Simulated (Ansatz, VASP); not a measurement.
**One calculation of GaN, two programs**

```
Ga N
1.0
     3.18900    0.00000    0.00000
    -1.59450    2.76176    0.00000
     0.00000    0.00000    5.18500
Ga N
2 2
Direct
  0.33333 0.66667 0.00001
  0.66667 0.33333 0.50001
  0.33333 0.66667 0.37699
  0.66667 0.33333 0.87699
```

Alike in both runs: functional LDA; k mesh 8 × 8 × 5; occupations gaussian, width 0.05 eV; no spin polarisation.

Ansatz relaxed the structure, and its values are those at the end. VASP's run is a single point on that final structure, the one shown.

```csv
,VASP,Ansatz
version,VASP 6.6.1,Ansatz 0.2.0
potentials or method,"VASP PAW LDA potentials, release 64 (Ga_d, N)","scalar-relativistic, plane waves, PAW"
plane-wave cutoff (eV),520,420
valence electrons in the cell,36,36
```

```tsv
	VASP	Ansatz	Ansatz less VASP
pressure (GPa)	-5.1	-6.1	-1.00
```

LDA's correlation is that of Perdew and Zunger in VASP and of Perdew and Wang (1992) in Ansatz. Ansatz's warnings: stress scf threshold loose.
